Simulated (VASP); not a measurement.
# MgS (P6_3mc) in VASP: further runs

MgS is run at these levels: PBE; tasks: single point.

The COD entry that gives the cell may itself be a prediction, so a difference from it is no test against experiment.

All numbers are computed with VASP 6.6.1; they aren't measurements. Logs are shortened: lines on timing, memory, paths and dates and some standing lists are left out, and cuts for length are marked.

## Step 1: The cell of the first run

The structure is hexagonal, space group P6_3mc (No. 186). The conventional cell has a = 4.120 Å, b = 4.120 Å, c = 13.337 Å, α = 90.00°, β = 90.00°, γ = 120.00°. Within 3.3 Å of Mg (site symmetry 3m) lie 4 S at 2.51 to 2.52 Å. Mg (site symmetry 3m) has 4 S at 2.51 to 2.52 Å within 3.3 Å. S (site symmetry 3m) has 4 Mg at 2.52 Å within 3.3 Å. Within 3.3 Å of S (site symmetry 3m) lie 4 Mg at 2.51 Å.

## Step 2: Single point, PBE (volume scaled by 1.06, then relaxed in part)

Input file INCAR:

```
SYSTEM = MgS
ALGO = Normal ; EDIFF = 1E-6
ENCUT = 520 ; GGA = PE
ISIF = 2 ; ISMEAR = 0
LASPH = .TRUE. ; LCHARG = .TRUE.
LELF = .TRUE. ; LREAL = .FALSE.
LVHAR = .TRUE. ; LWAVE = .FALSE.
NBANDS = 26 ; NELM = 60
PREC = Accurate ; SIGMA = 0.02
```

Input file KPOINTS:

```
k-points
0
G
  6 6 2
  0 0 0
```

Input file POSCAR:

```
MgS
1.0
    4.1197660786      0.0000000000      0.0000000000
   -2.0598830393      3.5678220817      0.0000000000
    0.0000000000      0.0000000000     13.3365642105
Mg S
4 4
Direct
    0.0000000000      0.0000000000      0.0948572732
    0.0000000000      0.0000000000      0.5948572732
    0.3333333333      0.6666666667      0.3439525086
    0.6666666667      0.3333333333      0.8439525086
    0.0000000000      0.0000000000      0.4057262008
    0.0000000000      0.0000000000      0.9057262008
    0.3333333333      0.6666666667      0.1554640174
    0.6666666667      0.3333333333      0.6554640174
```

Potentials or basis: VASP PAW PBE potentials, release 64 (Mg, S).

Started as:

```sh
$ cat potpaw_PBE.64/Mg/POTCAR potpaw_PBE.64/S/POTCAR > POTCAR
$ mpirun -np 1 vasp_std > vasp.out
```

OUTCAR:

```text
SYSTEM = MgS
   EDIFF = 1E-6
   ENCUT = 520
   GGA = PE
   ISIF = 2
   ISMEAR = 0
   LASPH = .TRUE.
   LREAL = .FALSE.
   NELM = 60
   PREC = Accurate

 ion  position               nearest neighbor table
   1  0.000  0.000  0.095-   7 2.51   7 2.51   7 2.51   6 2.52
   2  0.000  0.000  0.595-   8 2.51   8 2.51   8 2.51   5 2.52
   3  0.333  0.667  0.344-   7 2.51   5 2.52   5 2.52   5 2.52
   4  0.667  0.333  0.844-   8 2.51   6 2.52   6 2.52   6 2.52
   5  0.000  0.000  0.406-   3 2.52   3 2.52   3 2.52   2 2.52
   6  0.000  0.000  0.906-   4 2.52   4 2.52   4 2.52   1 2.52
   7  0.333  0.667  0.155-   1 2.51   1 2.51   1 2.51   3 2.51
   8  0.667  0.333  0.655-   2 2.51   2 2.51   2 2.51   4 2.51

  LATTYP: Found a hexagonal cell.
 ALAT       =     4.1197660786
 C/A-ratio  =     3.2372139476

  Lattice vectors:

 A1 = (   4.1197660786,   0.0000000000,   0.0000000000)
 A2 = (  -2.0598830393,   3.5678220817,   0.0000000000)
 A3 = (   0.0000000000,   0.0000000000,  13.3365642105)

Analysis of symmetry for initial positions (statically):
=====================================================================
 Subroutine PRICEL returns:
 Original cell was already a primitive cell.

 Routine SETGRP: Setting up the symmetry group for a
 hexagonal supercell.

 Subroutine GETGRP returns: Found 12 space group operations
 (whereof  6 operations were pure point group operations)
 out of a pool of 24 trial point group operations.

The static configuration has the point symmetry C_3v.
 The point group associated with its full space group is C_6v.

Analysis of symmetry for dynamics (positions and initial velocities):
=====================================================================
 Subroutine PRICEL returns:
 Original cell was already a primitive cell.

 Routine SETGRP: Setting up the symmetry group for a
 hexagonal supercell.

 Subroutine GETGRP returns: Found 12 space group operations
 (whereof  6 operations were pure point group operations)
 out of a pool of 24 trial point group operations.

The dynamic configuration has the point symmetry C_3v.
 The point group associated with its full space group is C_6v.

 Subroutine INISYM returns: Found 12 space group operations
 (whereof  6 operations are pure point group operations),
 and found     1 'primitive' translations

[... 97 lines left out ...]
   EDIFFG = 0.1E-04   stopping-criterion for IOM
   NSW    =      0    number of steps for IOM
   IBRION =     -1    ionic relax: 0-MD 1-quasi-New 2-CG
   NFREE  =      0    steps in history (QN), initial steepest desc. (CG)
   ISIF   =      2    stress and relaxation
   ISYM   =      2    0-nonsym 1-usesym 2-fastsym
   POTIM  = 0.5000    time-step for ionic-motion
   TEBEG  =    0.0;   TEEND  =   0.0 temperature during run
   PSTRESS=    0.0 pullay stress
   NELECT =      32.0000    total number of electrons
   NUPDOWN=      -1.0000    fix difference up-down
   EMIN   =  10.00;   EMAX   =-10.00  energy-range for DOS
   EFERMI =   0.00;   METHOD = LEGACY
   ISMEAR =     0;   SIGMA  =   0.02  broadening in eV -4-tet -1-fermi 0-gaus
   EFERMI_NEDOS =   21; number of points for ismear=-14 and -15
   IALGO  =     38    algorithm
   IMIX   =      4    mixing-type and parameters
     AMIX     =   0.40;   BMIX     =  1.00
     AMIX_MAG =   1.60;   BMIX_MAG =  1.00
  volume/ion in A,a.u.               =      24.50       165.36
  Fermi-wavevector in a.u.,A,eV,Ry     =   0.894715  1.690767 10.891677  0.800516
  Thomas-Fermi vector in A             =   2.016956
   LORBIT       =      0    0 simple, 1 ext, 2 COOP (PROOUT), +10 PAW based schemes
   GGA     = PE    functional components
   LHFCALC =     F    Hartree Fock is set to
   AEXX    =    0.0000 exact exchange contribution
   IVDW    =     0    specifies the selected vdW correction
   LEPSILON=     F    determine dielectric tensor
   LRPA    =     F    only Hartree local field effects (RPA)
 non-spin polarized calculation
 Gauss-broadening in eV      SIGMA  =   0.02
  energy-cutoff  :      520.00
  volume of cell :      196.03
 maximum number of plane-waves:      5330
 NGX is ok and might be reduce to    32
   NGX = 15   NGY = 15   NGZ = 49

 number of electron      32.0000000 magnetization

 Free energy of the ion-electron system (eV)
  ---------------------------------------------------
  ext. energy  EPLUGINS =         0.00000000
  ---------------------------------------------------
  free energy    TOTEN  =       -33.81084201 eV

  energy without entropy =      -33.81084201  energy(sigma->0) =      -33.81084201

 E-fermi :   0.7656     XC(G=0):  -8.0936

 val. band max:        0.6442419970   @ k =   0.0000   0.0000   0.0000
 cond. band min:       3.7309754183   @ k =   0.0000   0.0000   0.0000
 fundamental gap:      3.0867334214
 Fermi energy:         0.7656269815

 k-point     1 :       0.0000    0.0000    0.0000
  band No.  band energies     occupation
      1     -10.4289      2.00000
      2     -10.1602      2.00000
      3     -10.1500      2.00000
      4      -9.8406      2.00000
      5      -2.2606      2.00000
      6      -1.1075      2.00000
[... 395 lines left out ...]
     25       8.5431      0.00000
     26       8.5454      0.00000

------------------------ aborting loop because EDIFF is reached ----------------------------------------

  FORCE on cell =-STRESS in cart. coord.  units (eV):
  Direction    XX          YY          ZZ          XY          YZ          ZX
  --------------------------------------------------------------------------------------
  -------------------------------------------------------------------------------------
  Total       -3.6960105     -3.6960105     -3.6258593      0.0000000      0.0000000     -0.0000000
  in kB      -30.2081458    -30.2081458    -29.6347881      0.0000000      0.0000000     -0.0000000
  external PRESSURE =     -30.0170266 kB  Pullay stress =       0.0000000 kB

 VOLUME and BASIS-vectors are now :
 -----------------------------------------------------------------------------
  energy-cutoff  :      520.00
  volume of cell :      196.03
      direct lattice vectors                 reciprocal lattice vectors
     4.119766079  0.000000000  0.000000000     0.242732228  0.140141517  0.000000000
    -2.059883039  3.567822082  0.000000000     0.000000000  0.280283035  0.000000000
     0.000000000  0.000000000 13.336564211     0.000000000  0.000000000  0.074981831

 POSITION                                       TOTAL-FORCE (eV/Angst)
 -----------------------------------------------------------------------------------
      0.00000      0.00000      1.26507         0.000000      0.000000     -0.003539
      0.00000      0.00000      7.93335        -0.000000      0.000000     -0.003539
     -0.00000      2.37855      4.58714         0.000000      0.000000     -0.005178
      2.05988      1.18927     11.25543        -0.000000      0.000000     -0.005178
      0.00000      0.00000      5.41099         0.000000      0.000000      0.000147
      0.00000      0.00000     12.07928         0.000000     -0.000000      0.000147
     -0.00000      2.37855      2.07336        -0.000000      0.000000      0.008570
      2.05988      1.18927      8.74164         0.000000     -0.000000      0.008570
 -----------------------------------------------------------------------------------
    total drift:                                0.000000      0.000000      0.002106

  FREE ENERGIE OF THE ION-ELECTRON SYSTEM (eV)
  ---------------------------------------------------
  free  energy   TOTEN  =       -33.8108420092 eV

  energy  without entropy=      -33.8108420092  energy(sigma->0) =      -33.81084201
```

OSZICAR:

```text
N       E                     dE             d eps       ncg     rms          rms(c)
DAV:   1     0.137757660818E+03    0.13776E+03   -0.11793E+04   728   0.989E+02
DAV:   2    -0.205372456246E+02   -0.15829E+03   -0.14926E+03   994   0.161E+02
DAV:   3    -0.356752749241E+02   -0.15138E+02   -0.15057E+02   956   0.528E+01
DAV:   4    -0.359373102135E+02   -0.26204E+00   -0.26185E+00   960   0.852E+00
DAV:   5    -0.359426647422E+02   -0.53545E-02   -0.53537E-02   964   0.126E+00    0.777E+00
DAV:   6    -0.339062223196E+02    0.20364E+01   -0.41030E+00   802   0.709E+00    0.605E+00
DAV:   7    -0.337760458401E+02    0.13018E+00   -0.68783E-01   928   0.297E+00    0.453E+00
DAV:   8    -0.338138938674E+02   -0.37848E-01   -0.74899E-02   832   0.163E+00    0.232E+00
DAV:   9    -0.338087482565E+02    0.51456E-02   -0.84502E-03   928   0.468E-01    0.506E-01
DAV:  10    -0.338107092629E+02   -0.19610E-02   -0.38017E-03   856   0.251E-01    0.874E-02
DAV:  11    -0.338108158143E+02   -0.10655E-03   -0.21580E-04   936   0.642E-02    0.629E-02
DAV:  12    -0.338108221617E+02   -0.63474E-05   -0.12523E-05   880   0.151E-02    0.271E-02
DAV:  13    -0.338108424905E+02   -0.20329E-04   -0.23164E-05   824   0.206E-02    0.200E-02
DAV:  14    -0.338108420092E+02    0.48126E-06   -0.38910E-06   944   0.764E-03
   1 F= -.33810842E+02 E0= -.33810842E+02  d E =-.157596E-19
```

Run time: 64 s. Hardware: 1 thread of Intel Xeon Platinum 8488C (Sapphire Rapids), shared host; peak memory 0.32 GiB.

What came out:

```yaml
Free_energy: -33.8108 eV
Pressure: -3.0 GPa
Largest_force: 0.009 eV/Å
Band_gap_on_the_k_mesh: 3.09 eV, direct
```

Forces on the atoms (eV/Å):
```
Mg   0.000  0.000 -0.004
Mg   0.000  0.000 -0.004
Mg   0.000  0.000 -0.005
Mg   0.000  0.000 -0.005
S    0.000  0.000  0.000
S    0.000  0.000  0.000
S    0.000  0.000  0.009
S    0.000  0.000  0.009
```

Levels at points of the mesh, in eV from the valence-band top:
| k point | band 12 | band 13 | band 14 | band 15 | band 16 | band 17 | band 18 | band 19 | band 20 | band 21 |
| --- | --- | --- | --- | --- | --- | --- | --- | --- | --- | --- |
| (0.00, 0.00, 0.00) | -0.21 | -0.21 | -0.05 | -0.05 | 0.00 | 3.09 | 4.52 | 4.66 | 4.67 | 7.32 |
| (0.50, 0.00, 0.00) | -0.72 | -0.70 | -0.68 | -0.43 | -0.35 | 4.18 | 4.35 | 5.08 | 5.33 | 6.14 |
| (0.00, 0.00, 0.50) | -0.34 | -0.10 | -0.10 | -0.10 | -0.10 | 3.74 | 3.74 | 4.73 | 4.73 | 7.53 |
| (0.50, 0.00, 0.50) | -0.93 | -0.68 | -0.68 | -0.46 | -0.46 | 4.50 | 4.50 | 5.03 | 5.03 | 5.76 |

## Step 3: Single point, PBE (volume scaled by 1.10, then relaxed in part)

Input file INCAR:

```
PREC = Accurate
ENCUT = 520
EDIFF = 1E-6
ISMEAR = 0
SIGMA = 0.02
LREAL = False
LASPH = True
NELM = 60
ALGO = Normal
ISIF = 2
LWAVE = False
LCHARG = True
GGA = PE
LELF = True
LVHAR = True
NBANDS = 26
```

Input file KPOINTS:

```
Automatic mesh
0
Gamma
  6 6 2
```

Input file POSCAR:

```
MgS
1.0
    4.1681838881      0.0000000000      0.0000000000
   -2.0840919441      3.6097531348      0.0000000000
    0.0000000000      0.0000000000     13.5201700467
Mg S
4 4
Direct
    0.0000000000      0.0000000000      0.0947267439
    0.0000000000      0.0000000000      0.5947267439
    0.3333333333      0.6666666667      0.3438266102
    0.6666666667      0.3333333333      0.8438266102
    0.0000000000      0.0000000000      0.4057839332
    0.0000000000      0.0000000000      0.9057839332
    0.3333333333      0.6666666667      0.1556627127
    0.6666666667      0.3333333333      0.6556627127
```

Potentials or basis: VASP PAW PBE potentials, release 64 (Mg, S).

Started as:

```sh
$ cat potpaw_PBE.64/Mg/POTCAR potpaw_PBE.64/S/POTCAR > POTCAR
$ mpirun -np 1 vasp_std > vasp.out
```

Run time: 78 s. Hardware: 1 thread of Intel Xeon Platinum 8488C (Sapphire Rapids), shared host; peak memory 0.34 GiB.

It converged, with:

```yaml
Free_energy: -33.6381 eV
Pressure: -4.5 GPa
Band_gap_on_the_k_mesh: 2.92 eV, direct
```

Levels at points of the mesh, in eV from the valence-band top:
| k point | band 13 | band 14 | band 15 | band 16 | band 17 | band 18 | band 19 | band 20 |
| --- | --- | --- | --- | --- | --- | --- | --- | --- |
| (0.00, 0.00, 0.00) | -0.19 | -0.03 | -0.03 | 0.00 | 2.92 | 4.36 | 4.50 | 4.55 |
| (0.50, 0.00, 0.00) | -0.66 | -0.65 | -0.41 | -0.33 | 4.17 | 4.33 | 4.99 | 5.26 |
| (0.00, 0.00, 0.50) | -0.08 | -0.08 | -0.08 | -0.08 | 3.57 | 3.57 | 4.60 | 4.60 |
| (0.50, 0.00, 0.50) | -0.65 | -0.65 | -0.43 | -0.43 | 4.50 | 4.50 | 4.94 | 4.94 |
